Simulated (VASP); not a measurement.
**ScSi2: relaxation of cell and atoms with PBE**

The system is ScSi2.

```
CELL_PARAMETERS angstrom
4.60601 0.00000 0.00000
0.00000 4.60601 0.00000
0.00000 0.00000 2.85326
ATOMIC_POSITIONS crystal
Sc 0.00000 0.00000 0.00000
Si 0.50000 0.00000 0.50000
Si 0.00000 0.50000 0.50000
```

The cell was generated, and may not be a known phase.

```json
{"Program": "VASP 6.6.1", "Task": "relaxation of cell and atoms", "Functional": "PBE", "Potentials or basis": "VASP PAW PBE potentials, release 64 (Sc_sv, Si)", "Cutoff": "600 eV", "k mesh": "10 × 10 × 16", "Occupations": "gaussian, width 0.1 eV", "Spin": "no spin polarisation", "Dipole correction": "no", "Further INCAR settings": "ALGO = Normal; EDIFF = 1e-07; IBRION = 2; EDIFFG = -0.01; NSW = 100; ISIF = 3"}
```

```
Relaxed volume                        : 18.62 Å³/atom
Relaxed cell                          : a = 3.649 Å, b = 3.649 Å, c = 4.195 Å, α = 90.00°, β = 90.00°, γ = 90.00°
Space group after relaxing (to 0.1 Å) : P4/mmm (No. 123)
Pressure after relaxing               : -0.1 GPa
Band gap on the k mesh                : zero (an odd number of electrons rules out a gap without spin polarisation)
```

Final structure:
```yaml
crystal:
  lattice:
    - [3.64890, 0.00000, 0.00000]
    - [0.00000, 3.64890, 0.00000]
    - [0.00000, 0.00000, 4.19526]
  atoms:
    - { symbol: Sc, position: [0.00000, 0.00000, 0.00000] }
    - { symbol: Si, position: [0.50000, 0.00000, 0.50000] }
    - { symbol: Si, position: [0.00000, 0.50000, 0.50000] }
```

Levels at points of the mesh, in eV from the Fermi level:
```csv
k point,band 8,band 9,band 10,band 11,band 12,band 13
"(0.00, 0.00, 0.00)",-1.68,-1.68,-1.04,1.55,1.55,2.43
"(0.50, 0.00, 0.00)",-0.66,0.16,0.20,0.60,1.82,2.76
"(0.50, 0.50, 0.00)",-5.10,-1.25,-1.25,2.15,3.26,3.93
"(0.00, 0.00, 0.50)",-2.41,-0.79,-0.72,1.62,2.88,3.07
"(0.50, 0.00, 0.50)",-2.34,-0.95,1.23,1.68,1.96,2.10
"(0.50, 0.50, 0.50)",-4.51,-0.88,-0.88,-0.40,1.28,3.34
```

It took 33 min on 1 thread of AMD EPYC 9R45 96-Core Processor (Zen 5) (shared host), peak memory 0.34 GiB.

Caveat: a cell axis changed by over 15 % at a fixed basis, so the end point is rough.
